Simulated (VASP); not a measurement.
SiC, 2 atoms in the cell. The structure is trigonal, space group R3m (No. 160). Conventional cell: a = 3.080 Å, b = 3.080 Å, c = 7.545 Å, α = 90.00°, β = 90.00°, γ = 120.00°. Within 2.5 Å of Si (site symmetry 3m) lie 4 C at 1.87 to 1.94 Å. Within 2.5 Å of C (site symmetry 3m) lie 4 Si at 1.87 to 1.94 Å.  This cell differs from its parent crystal: all Si atoms moved -0.050 Å, as atom 1 towards its neighbour atom 2 (C) at 1.886 Å.

```yaml
Program: VASP 6.6.1
Task: single point
Functional: r2SCAN
Potentials_or_basis: VASP PAW PBE potentials, release 64 (Si, C)
Cutoff: 660 eV
k_mesh: 10 × 10 × 10
Occupations: gaussian, width 0.05 eV
Spin: no spin polarisation
Dipole_correction: no
Further_INCAR_settings: ALGO = Normal; EDIFF = 1e-06; NBANDS = 11
```

Potentials or basis: VASP PAW PBE potentials, release 64 (Si, C).

Run with:

```sh
$ cat potpaw_PBE.64/Si/POTCAR potpaw_PBE.64/C/POTCAR > POTCAR
$ cp INCAR.step1 INCAR
$ mpirun -np 1 vasp_std > vasp.out
$ cp INCAR.step2 INCAR
$ mpirun -np 1 vasp_std > vasp.out
```

Hardware: 1 thread of Intel Xeon 8259CL, on a shared host.

How long does it take, and how much memory?

Wall time 2.6 min on 1 thread of Intel Xeon 8259CL, on a shared host, peak memory 0.18 GiB. Counts: k points 116.
